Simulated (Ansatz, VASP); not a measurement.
## Al in VASP and in Ansatz

```
Al
1.0
    -1.73664    1.73664    1.73664
     1.73664   -1.73664    1.73664
     1.73664    1.73664   -1.73664
Al
1
Cartesian
  0.0000 0.0000 0.0000
```

Alike in both runs: task single point; functional PBE; k mesh 2 × 2 × 2; occupations gaussian, width 0.1 eV; no spin polarisation.

```csv
,VASP,Ansatz
version,VASP 6.6.1,Ansatz 0.2.0
potentials or method,"VASP PAW PBE potentials, release 64 (Al)","scalar-relativistic, plane waves, PAW (harder set)"
plane-wave cutoff (eV),500,900
valence electrons in the cell,3,11
```

|  | VASP | Ansatz | Ansatz less VASP |
| --- | --- | --- | --- |
| gap on the k mesh at the Fermi level (eV) | none | none | - |
| pressure (GPa) | -10.7 | -10.6 | +0.03 |

A gap of «none» marks a metal or a gap that the smearing closes. The functional is the same, so the differences come from potentials, cutoffs and numerics. VASP's potentials hold 3 valence electrons a cell and Ansatz's 11, so a difference there can come from the potentials and not from the codes.

The k mesh is coarse, so the values compare programs but aren't converged.
